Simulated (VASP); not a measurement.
# GaN (Fm-3m) in VASP: a series of runs

GaN is run at these levels: PBE, RPBE+D4; tasks: single point, relaxation of cell and atoms.

Everything below comes from runs of VASP 6.6.1. Logs are shortened: lines on timing, memory, paths and dates and some standing lists are left out, and cuts for length are marked.

## Step 1: The cell of the first run

It takes space group Fm-3m (No. 225, cubic). The conventional cell has a = 4.270 Å, b = 4.270 Å, c = 4.270 Å, α = 90.00°, β = 90.00°, γ = 90.00°. Within 2.8 Å of Ga (site symmetry m-3m) lie 6 N at 2.14 Å. Within 2.8 Å of N (site symmetry m-3m) lie 6 Ga at 2.14 Å.

## Step 2: Single point, PBE

INCAR reads:

```
SYSTEM = GaN
PREC = Accurate ; ENCUT = 520
EDIFF = 1E-6 ; ISMEAR = 0
SIGMA = 0.028999999999999998 ; LREAL = .FALSE.
LASPH = .TRUE. ; NELM = 80
ALGO = Normal ; ISIF = 2
LWAVE = .FALSE. ; LCHARG = .FALSE.
GGA = PE ; NBANDS = 16
```

KPOINTS reads:

```
Automatic mesh
0
G
  11 11 11
  0 0 0
```

POSCAR reads:

```
GaN
1.0
    0.0000000000      2.1352350000      2.1352350000
    2.1352350000      0.0000000000      2.1352350000
    2.1352350000      2.1352350000      0.0000000000
Ga N
1 1
Direct
    0.0000000000      0.0000000000      0.0000000000
    0.5000000000      0.5000000000      0.5000000000
```

Potentials or basis: VASP PAW PBE potentials, release 64 (Ga_d, N).

Launch:

```
cat potpaw_PBE.64/Ga_d/POTCAR potpaw_PBE.64/N/POTCAR > POTCAR
mpirun -np 1 vasp_std > vasp.out
```

OUTCAR:

```text
SYSTEM = GaN
   PREC = Accurate
   ENCUT = 520
   EDIFF = 1E-6
   ISMEAR = 0
   LREAL = .FALSE.
   LASPH = .TRUE.
   NELM = 80
   ISIF = 2
   GGA = PE

 ion  position               nearest neighbor table
   1  0.000  0.000  0.000-   2 2.14   2 2.14   2 2.14   2 2.14   2 2.14   2 2.14
   2  0.500  0.500  0.500-   1 2.14   1 2.14   1 2.14   1 2.14   1 2.14   1 2.14

  LATTYP: Found a face centered cubic cell.
 ALAT       =     4.2704700000

  Lattice vectors:

 A1 = (   0.0000000000,   2.1352350000,   2.1352350000)
 A2 = (   2.1352350000,   0.0000000000,   2.1352350000)
 A3 = (   2.1352350000,   2.1352350000,   0.0000000000)

Analysis of symmetry for initial positions (statically):
=====================================================================
 Subroutine PRICEL returns:
 Original cell was already a primitive cell.

 Routine SETGRP: Setting up the symmetry group for a
 face centered cubic supercell.

 Subroutine GETGRP returns: Found 48 space group operations
 (whereof 48 operations were pure point group operations)
 out of a pool of 48 trial point group operations.

The static configuration has the point symmetry O_h .

Analysis of symmetry for dynamics (positions and initial velocities):
=====================================================================
 Subroutine PRICEL returns:
 Original cell was already a primitive cell.

 Routine SETGRP: Setting up the symmetry group for a
 face centered cubic supercell.

 Subroutine GETGRP returns: Found 48 space group operations
 (whereof 48 operations were pure point group operations)
 out of a pool of 48 trial point group operations.

The dynamic configuration has the point symmetry O_h .

 Subroutine INISYM returns: Found 48 space group operations
 (whereof 48 operations are pure point group operations),
 and found     1 'primitive' translations

----------------------------------------------------------------------------------------

                                     Primitive cell

  volume of cell :      19.4700

  direct lattice vectors                    reciprocal lattice vectors
     0.000000000  2.135235000  2.135235000    -0.234166263  0.234166263  0.234166263
     2.135235000  0.000000000  2.135235000     0.234166263 -0.234166263  0.234166263
     2.135235000  2.135235000  0.000000000     0.234166263  0.234166263 -0.234166263

  length of vectors
     3.019678296  3.019678296  3.019678296     0.405587864  0.405587864  0.405587864

  position of ions in fractional coordinates (direct lattice)
     0.000000000  0.000000000  0.000000000
     0.500000000  0.500000000  0.500000000

  ion indices of the primitive-cell ions
   primitive index   ion index
                 1           1
                 2           2

----------------------------------------------------------------------------------------

 KPOINTS: Automatic mesh

Automatic generation of k-mesh.
 Grid dimensions read from file:
 generate k-points for:   11   11   11

 Generating k-lattice:

  Cartesian coordinates                     Fractional coordinates (reciprocal lattice)
    -0.021287842  0.021287842  0.021287842     0.090909091  0.000000000  0.000000000
     0.021287842 -0.021287842  0.021287842     0.000000000  0.090909091  0.000000000
     0.021287842  0.021287842 -0.021287842     0.000000000  0.000000000  0.090909091

  Length of vectors
     0.036871624  0.036871624  0.036871624

  Shift w.r.t. Gamma in fractional coordinates (k-lattice)
     0.000000000  0.000000000  0.000000000

 Subroutine IBZKPT returns following result:
 ===========================================

 Found     56 irreducible k-points:

 Following reciprocal coordinates:
            Coordinates               Weight
  0.000000  0.000000  0.000000      1.000000
  0.090909  0.000000  0.000000      8.000000
  0.181818  0.000000  0.000000      8.000000
  0.272727  0.000000  0.000000      8.000000
  0.363636  0.000000  0.000000      8.000000
  0.454545  0.000000  0.000000      8.000000
[... 16 lines left out ...]
 -0.272727  0.181818  0.000000     24.000000
 -0.181818  0.181818  0.000000     12.000000
 [... further k-points ...]
   k-points           NKPTS =     56   k-points in BZ     NKDIM =     56   number of bands    NBANDS=     16
   number of dos      NEDOS =    301   number of ions     NIONS =      2
   total plane-waves  NPLWV =  13824
   dimension x,y,z NGX =    24 NGY =   24 NGZ =   24
   dimension x,y,z NGXF=    48 NGYF=   48 NGZF=   48
   ions per type =               1   1
   NGX,Y,Z   is equivalent  to a cutoff of  13.21, 13.21, 13.21 a.u.
   NGXF,Y,Z  is equivalent  to a cutoff of  26.43, 26.43, 26.43 a.u.
 SYSTEM =  GaN
   PREC   = accura    normal or accurate (medium, high low for compatibility)
   ISTART =      0    job   : 0-new  1-cont  2-samecut
   ICHARG =      2    charge: 1-file 2-atom 10-const
   ISPIN  =      1    spin polarized calculation?
   LNONCOLLINEAR =      F non collinear calculations
   LSORBIT =      F    spin-orbit coupling
   LASPH  =      T    aspherical Exc in radial PAW
   ENCUT  =  520.0 eV  38.22 Ry    6.18 a.u.   5.61  5.61  5.61*2*pi/ulx,y,z
   NELM   =     80;   NELMIN=  2; NELMDL= -5     # of ELM steps
   EDIFF  = 0.1E-05   stopping-criterion for ELM
   LREAL  =      F    real-space projection
   EDIFFG = 0.1E-04   stopping-criterion for IOM
   NSW    =      0    number of steps for IOM
   IBRION =     -1    ionic relax: 0-MD 1-quasi-New 2-CG
   NFREE  =      0    steps in history (QN), initial steepest desc. (CG)
   ISIF   =      2    stress and relaxation
   ISYM   =      2    0-nonsym 1-usesym 2-fastsym
   POTIM  = 0.5000    time-step for ionic-motion
   TEBEG  =    0.0;   TEEND  =   0.0 temperature during run
   PSTRESS=    0.0 pullay stress
   NELECT =      18.0000    total number of electrons
   NUPDOWN=      -1.0000    fix difference up-down
   EMIN   =  10.00;   EMAX   =-10.00  energy-range for DOS
   EFERMI =   0.00;   METHOD = LEGACY
   ISMEAR =     0;   SIGMA  =   0.03  broadening in eV -4-tet -1-fermi 0-gaus
   EFERMI_NEDOS =   21; number of points for ismear=-14 and -15
   IALGO  =     38    algorithm
   IMIX   =      4    mixing-type and parameters
     AMIX     =   0.40;   BMIX     =  1.00
     AMIX_MAG =   1.60;   BMIX_MAG =  1.00
  volume/ion in A,a.u.               =       9.74        65.70
  Fermi-wavevector in a.u.,A,eV,Ry     =   1.594814  3.013761 34.605481  2.543431
  Thomas-Fermi vector in A             =   2.692830
   LORBIT       =      0    0 simple, 1 ext, 2 COOP (PROOUT), +10 PAW based schemes
   GGA     = PE    functional components
   LHFCALC =     F    Hartree Fock is set to
   AEXX    =    0.0000 exact exchange contribution
   IVDW    =     0    specifies the selected vdW correction
   LEPSILON=     F    determine dielectric tensor
   LRPA    =     F    only Hartree local field effects (RPA)
 non-spin polarized calculation
 Gauss-broadening in eV      SIGMA  =   0.03
  energy-cutoff  :      520.00
  volume of cell :       19.47
 maximum number of plane-waves:       534
   NGX = 11   NGY = 11   NGZ = 11

 number of electron      18.0000005 magnetization

 Free energy of the ion-electron system (eV)
  ---------------------------------------------------
  ext. energy  EPLUGINS =         0.00000000
  ---------------------------------------------------
  free energy    TOTEN  =       -11.20667834 eV

  energy without entropy =      -11.20667834  energy(sigma->0) =      -11.20667834

 E-fermi :   7.7292     XC(G=0): -12.9044

 val. band max:        7.5262506820   @ k =  -0.1818   0.1818   0.0000
 cond. band min:       8.0668747439   @ k =   0.4545   0.4545   0.0000
 fundamental gap:      0.5406240618
 Fermi energy:         7.7291513386

 k-point     1 :       0.0000    0.0000    0.0000
  band No.  band energies     occupation
      1      -9.4812      2.00000
      2      -6.4857      2.00000
      3      -6.4857      2.00000
      4      -6.4857      2.00000
      5      -6.3986      2.00000
      6      -6.3986      2.00000
[... 8 lines left out ...]
     15      22.8978      0.00000
     16      22.8978      0.00000

 k-point     2 :       0.0909    0.0000    0.0000
  band No.  band energies     occupation
      1      -9.3253      2.00000
      2      -6.4912      2.00000
      3      -6.4778      2.00000
      4      -6.4778      2.00000
      5      -6.4084      2.00000
      6      -6.4084      2.00000
[... 8 lines left out ...]
     15      23.1276      0.00000
     16      23.1276      0.00000

 k-point     3 :       0.1818    0.0000    0.0000
  band No.  band energies     occupation
      1      -8.8710      2.00000
      2      -6.5055      2.00000
      3      -6.4886      2.00000
      4      -6.4886      2.00000
      5      -6.4022      2.00000
      6      -6.4022      2.00000
[... 8 lines left out ...]
     15      24.0334      0.00000
     16      24.0334      0.00000

 k-point     4 :       0.2727    0.0000    0.0000
  band No.  band energies     occupation
      1      -8.1684      2.00000
      2      -6.5391      2.00000
      3      -6.5391      2.00000
      4      -6.5228      2.00000
      5      -6.3570      2.00000
      6      -6.3570      2.00000
[... 8 lines left out ...]
     15      25.5251      0.00000
     16      25.5251      0.00000

 k-point     5 :       0.3636    0.0000    0.0000
  band No.  band energies     occupation
      1      -7.3450      2.00000
      2      -6.5905      2.00000
      3      -6.5905      2.00000
      4      -6.5342      2.00000
      5      -6.3096      2.00000
      6      -6.3096      2.00000
[... 8 lines left out ...]
     15      27.4881      0.00000
     16      27.4881      0.00000

 k-point     6 :       0.4545    0.0000    0.0000
  band No.  band energies     occupation
      1      -6.7310      2.00000
      2      -6.6215      2.00000
      3      -6.6215      2.00000
      4      -6.5068      2.00000
      5      -6.2805      2.00000
      6      -6.2805      2.00000
[... 8 lines left out ...]
     15      29.6368      0.00000
     16      29.6368      0.00000

 k-point     7 :       0.0909    0.0909    0.0000
  band No.  band energies     occupation
      1      -9.2767      2.00000
      2      -6.4987      2.00000
      3      -6.4693      2.00000
      4      -6.4693      2.00000
      5      -6.4335      2.00000
      6      -6.3905      2.00000
[... 8 lines left out ...]
     15      24.7880      0.00000
     16      24.7880      0.00000

 k-point     8 :       0.1818    0.0909    0.0000
  band No.  band energies     occupation
      1      -8.9342      2.00000
      2      -6.5122      2.00000
      3      -6.4831      2.00000
      4      -6.4604      2.00000
      5      -6.4264      2.00000
      6      -6.3801      2.00000
[... 8 lines left out ...]
     15      25.0267      0.00000
     16      25.6913      0.00000

 k-point     9 :       0.2727    0.0909    0.0000
  band No.  band energies     occupation
      1      -8.3451      2.00000
      2      -6.5403      2.00000
      3      -6.5105      2.00000
      4      -6.4906      2.00000
      5      -6.3619      2.00000
      6      -6.3432      2.00000
[... 8 lines left out ...]
     15      25.2770      0.00000
     16      26.7659      0.00000
[... 172 lines left out ...]
 k-point    19 :       0.3636    0.1818    0.0000
  band No.  band energies     occupation
      1      -7.8822      2.00000
      2      -6.5634      2.00000
      3      -6.4614      2.00000
      4      -6.4354      2.00000
      5      -6.2915      2.00000
      6      -6.0149      2.00000
[... 8 lines left out ...]
     15      28.4133      0.00000
     16      29.7443      0.00000

 k-point    20 :       0.4545    0.1818    0.0000
  band No.  band energies     occupation
      1      -7.5469      2.00000
      2      -6.5756      2.00000
      3      -6.5095      2.00000
      4      -6.4215      2.00000
      5      -6.2673      2.00000
      6      -5.5280      2.00000
[... 8 lines left out ...]
     15      28.5234      0.00000
     16      30.9097      0.00000

 k-point    21 :      -0.4545    0.1818    0.0000
  band No.  band energies     occupation
      1      -7.3767      2.00000
      2      -6.5845      2.00000
      3      -6.5489      2.00000
      4      -6.4152      2.00000
      5      -6.2735      2.00000
      6      -5.1944      2.00000
[... 8 lines left out ...]
     15      28.0652      0.00000
     16      29.5855      0.00000

 k-point    22 :      -0.3636    0.1818    0.0000
  band No.  band energies     occupation
      1      -7.3534      2.00000
      2      -6.5817      2.00000
      3      -6.5672      2.00000
      4      -6.4380      2.00000
      5      -6.3075      2.00000
      6      -5.4361      2.00000
[... 8 lines left out ...]
     15      27.2385      0.00000
     16      27.7317      0.00000

 k-point    23 :      -0.2727    0.1818    0.0000
  band No.  band energies     occupation
      1      -7.5637      2.00000
      2      -6.5636      2.00000
      3      -6.5604      2.00000
      4      -6.4895      2.00000
      5      -6.3567      2.00000
      6      -5.9106      2.00000
[... 8 lines left out ...]
     15      26.1483      0.00000
     16      28.3357      0.00000

 k-point    24 :      -0.1818    0.1818    0.0000
  band No.  band energies     occupation
      1      -8.0461      2.00000
      2      -6.5366      2.00000
      3      -6.5343      2.00000
      4      -6.5177      2.00000
      5      -6.4020      2.00000
      6      -6.1911      2.00000
[... 8 lines left out ...]
     15      25.4450      0.00000
     16      27.6276      0.00000

 [... further k-points ...]
[... 5 lines left out ...]
  --------------------------------------------------------------------------------------
  -------------------------------------------------------------------------------------
  Total        0.0514840      0.0514840      0.0514840      0.0000000     -0.0000000      0.0000000
  in kB        4.2365840      4.2365840      4.2365840      0.0000000     -0.0000000      0.0000000
  external PRESSURE =       4.2365840 kB  Pullay stress =       0.0000000 kB

 VOLUME and BASIS-vectors are now :
 -----------------------------------------------------------------------------
  energy-cutoff  :      520.00
  volume of cell :       19.47
      direct lattice vectors                 reciprocal lattice vectors
     0.000000000  2.135235000  2.135235000    -0.234166263  0.234166263  0.234166263
     2.135235000  0.000000000  2.135235000     0.234166263 -0.234166263  0.234166263
     2.135235000  2.135235000  0.000000000     0.234166263  0.234166263 -0.234166263

 POSITION                                       TOTAL-FORCE (eV/Angst)
 -----------------------------------------------------------------------------------
      0.00000      0.00000      0.00000        -0.000000      0.000000     -0.000000
      2.13524      2.13524      2.13524         0.000000      0.000000      0.000000
 -----------------------------------------------------------------------------------
    total drift:                                0.000000     -0.000000     -0.000000

  FREE ENERGIE OF THE ION-ELECTRON SYSTEM (eV)
  ---------------------------------------------------
  free  energy   TOTEN  =       -11.2066783416 eV

  energy  without entropy=      -11.2066783416  energy(sigma->0) =      -11.20667834
```

Wall time 8.7 s (1 thread of Intel Xeon 6975P-C (Granite Rapids), shared host); peak memory 0.15 GiB.

Results:

```yaml
Free_energy: -11.2067 eV
Pressure: 0.4 GPa
Band_gap_on_the_k_mesh: 0.54 eV, indirect (least direct gap 2.37 eV)
```

A k mesh can miss the band edges. A hybrid or GW would open this gap; PBE tends to underestimate it.

## Step 3: Single point, PBE

INCAR reads:

```
ALGO = Normal
EDIFF = 1E-7
ENCUT = 520
GGA = PE
ISIF = 2
ISMEAR = 0
LASPH = True
LCHARG = True
LELF = True
LREAL = False
LVHAR = True
LWAVE = False
NBANDS = 16
NELM = 60
PREC = Accurate
SIGMA = 0.03
```

KPOINTS reads:

```
k-points
0
Gamma
  11 11 11
```

POSCAR is that of step 2.

Potentials or basis: VASP PAW PBE potentials, release 64 (Ga_d, N).

Launch:

```
cat potpaw_PBE.64/Ga_d/POTCAR potpaw_PBE.64/N/POTCAR > POTCAR
mpirun -np 1 vasp_std > vasp.out
```

It took 9.3 s on 1 thread of Intel Xeon 6975P-C (Granite Rapids), shared host; peak memory 0.15 GiB.

It converged, with:

- Free energy: -11.2067 eV
- Pressure: 0.4 GPa
- Band gap on the k mesh: 0.54 eV, indirect (least direct gap 2.37 eV)

Levels at points of the mesh, in eV from the valence-band top:
| k point | band 7 | band 8 | band 9 | band 10 | band 11 | band 12 |
| --- | --- | --- | --- | --- | --- | --- |
| (0.00, 0.00, 0.00) | -0.49 | -0.49 | -0.49 | 1.88 | 14.53 | 14.53 |

A k mesh can miss the band edges. A hybrid or GW would open this gap; PBE tends to underestimate it.

(Part 1 of 2 ends here.)
